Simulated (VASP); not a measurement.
A run of VASP 6.6.1:

The input INCAR:

```
SYSTEM = Re
ALGO     = Normal         ! electronic algorithm
EDIFF    = 1E-6           ! SCF threshold, eV
ENCUT    = 600            ! plane-wave cutoff, eV
GGA_COMPAT= .False.      
ISIF     = 2              ! what is computed and relaxed
ISMEAR   = -1             ! smearing method
LASPH    = .True.         ! aspherical terms in the spheres
LCHARG   = .False.        ! write CHGCAR
LREAL    = .False.        ! projectors in reciprocal space
LWAVE    = .False.        ! write WAVECAR
NBANDS   = 14             ! bands
NELM     = 120            ! most SCF steps
PREC     = Accurate       ! precision mode
SIGMA    = 0.1            ! smearing width, eV
```

File KPOINTS:

```
k-points
0
Gamma
  13 13 7
  0 0 0
```

Contents of POSCAR:

```
Re
1.0
    2.7391880258      0.0000000000      0.0000000000
   -1.3695940129      2.3722064161      0.0000000000
    0.0000000000      0.0000000000      4.4118668232
Re
2
Direct
    0.3333333333      0.6666666667      0.2500000000
    0.6666666667      0.3333333333      0.7500000000
```

Potentials or basis: VASP PAW LDA potentials, release 64 (Re).

The run is started by

```bash
$ cat potpaw_LDA.64/Re/POTCAR > POTCAR
$ mpirun -np 1 vasp_std > vasp.out
```

Hardware: 1 thread of Intel Xeon 6975P-C (shared host).

Task: How long does it take, and how much memory?

Result: Wall time 24 s on 1 thread of Intel Xeon 6975P-C (shared host), peak memory 0.17 GiB. Counts: scf iterations 11, k points 84.
